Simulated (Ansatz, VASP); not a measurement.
**Ir in VASP and in Ansatz**

INCAR

```
PREC = Accurate ; ENCUT = 600
EDIFF = 1E-6 ; ISMEAR = -1
SIGMA = 0.05 ; LREAL = F
LASPH = T ; NELM = 80
ALGO = Fast ; ISIF = 3
LWAVE = F ; LCHARG = F
GGA = PS ; IVDW = 13
IBRION = 2 ; NSW = 60
EDIFFG = -0.01
```

File KPOINTS:

```
regular mesh
0
Gamma
  12 12 12
```

File POSCAR:

```
Ir
1.0
    0.0000000000      1.9156000000      1.9156000000
    1.9156000000      0.0000000000      1.9156000000
    1.9156000000      1.9156000000      0.0000000000
Ir
1
Direct
    0.0000000000      0.0000000000      0.0000000000
```

File input.yaml:

```yaml
crystal:
  lattice:
    - [0.0, 1.9156, 1.9156]
    - [1.9156, 0.0, 1.9156]
    - [1.9156, 1.9156, 0.0]
  atoms:
    - { symbol: Ir, position: [0.0, 0.0, 0.0] }
hamiltonian:
  xc: pbesol
  pseudopotentials: { kind: paw }
  dispersion: d4
kpoints:
  mp_grid: { grid: [12, 12, 12] }
scf:
  occupations: { method: fermi_dirac, width: 0.05 }
output:
  forces: true
  stress: true
  write_density: true
  write_potential: true
  elf: true
  volumetric_format: npy
relax:
  f_tol: 0.01
  max_steps: 40
  cell: { stress_tol: 0.05 }
```

Alike in both runs: task relaxation of cell and atoms; functional PBEsol; dispersion D4; k mesh 12 × 12 × 12; occupations fermi-dirac, width 0.05 eV; no spin polarisation.

|  | VASP | Ansatz |
| --- | --- | --- |
| version | VASP 6.6.1 | Ansatz 0.2.0 |
| potentials or method | VASP PAW PBE potentials, release 64 (Ir) | Ansatz PAW |
| plane-wave cutoff (eV) | 600 | 420 |
| valence electrons in the cell | 9 | 17 |

Ansatz gave:

* gap on the k mesh at the Fermi level, each at its own relaxed structure (eV): none
* relaxed volume (Å³/atom): 13.84
* relaxed cell length with the largest relative difference (Å): 2.695

Which values does VASP return?

gap on the k mesh at the Fermi level, each at its own relaxed structure (eV): none; relaxed volume (Å³/atom): 13.88; relaxed cell length with the largest relative difference (Å): 2.697.

VASP's potentials were made for PBE, not for PBEsol. A gap of «none» marks a metal or a gap that the smearing closes. VASP's potentials hold 9 valence electrons a cell and Ansatz's 17, so a difference there can come from the potentials and not from the codes.

Spin-orbit coupling is off throughout. Noted on Ansatz's run: the plane-wave basis is chosen anew once the cell has moved, so the energies of steps on either side of that aren't comparable.
